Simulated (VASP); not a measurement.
Runs of VASP 6.6.1 on SnO2. The structure is that of space group Pbcn (No. 60), or close to it. The cells are those of the table. 

| cell | gap on the mesh (eV) | pressure (GPa) | largest force (eV/Å) |
| --- | --- | --- | --- |
| a = 4.896, b = 6.089, c = 5.417 Å, 12 atoms | 0.11 | -21.7 | 0.33 |
| a = 4.619, b = 5.899, c = 5.110 Å, 12 atoms | 1.56 | 1.9 | 0.30 |
| a = 4.556, b = 5.092, c = 5.041 Å, 12 atoms | 3.33 | 59.7 | 0.99 |
| a = 4.810, b = 6.310, c = 5.321 Å, 12 atoms | - | -21.1 | 0.36 |
| a = 4.476, b = 5.276, c = 4.952 Å, 12 atoms | (b) | 59.9 | 0.79 |
| a = 4.616, b = 5.590, c = 5.108 Å, 12 atoms | 2.21 | 15.4 | 0.23 |
| a = 5.029, b = 5.772, c = 5.564 Å, 12 atoms | - | -21.9 | 0.42 |
| a = 4.827, b = 5.690, c = 5.340 Å, 12 atoms | 0.92 | -9.0 | 0.21 |
| a = 4.940, b = 5.981, c = 5.465 Å, 12 atoms | 0.10 | -21.8 | 0.35 |
| a = 4.777, b = 6.102, c = 5.285 Å, 12 atoms | 0.50 | (a) | 0.23 |
| a = 4.744, b = 5.592, c = 5.248 Å, 12 atoms | (c) | 1.3 | 0.12 |
| a = 4.853, b = 6.198, c = 5.369 Å, 12 atoms | 0.10 | -21.4 | 0.33 |

Alike in all rows: task single point; level LDA; potentials or basis VASP PAW LDA potentials, release 64 (Sn_d, O); no spin polarisation; k mesh 6 × 6 × 6; cutoff (eV) 520; smearing gaussian 0.05 eV.

Q: Fill in the values left out.

A: (a) -16.0; (b) 3.65; (c) 1.49.

Caveats: spin-orbit coupling is left out, which moves the levels of the heavy elements; the cell stands under tension (at least some runs); the cell stands under pressure (at least some runs).

A k mesh can miss the band edges, and the runs leave out spin-orbit coupling on Sn.
